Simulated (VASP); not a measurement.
## Pd: single point with PBE

The system is Pd.

```xyz
1
Lattice="2.6129 0.0000 0.0000 0.0000 2.6129 0.0000 0.0000 0.0000 2.6129" Properties=species:S:1:pos:R:3 pbc="T T T"
Pd    0.0000    0.0000    0.0000
```

- Program: VASP 6.6.1
- Task: single point
- Functional: PBE
- Potentials or basis: VASP PAW PBE potentials, release 64 (Pd)
- Cutoff: 500 eV
- k mesh: 13 × 13 × 13
- Occupations: fermi-dirac, width 0.03 eV
- Spin: no spin polarisation
- Dipole correction: no
- Further INCAR settings: ALGO = Normal; EDIFF = 1e-06; NBANDS = 11

```yaml
Pressure: -0.3 GPa
Band_gap_on_the_k_mesh: zero (band 5 reaches 8.22 eV, above the bottom of band 6 at 6.56 eV)
```

Levels at points of the mesh, in eV from the Fermi level:
```
           k point  band 3  band 4  band 5  band 6  band 7  band 8
(0.00, 0.00, 0.00)   -4.46    0.00    0.00    0.00   16.44   16.44
```

Wall time 18 s on 1 thread of Intel Xeon 8259CL, with other jobs on the host, peak memory 0.14 GiB.
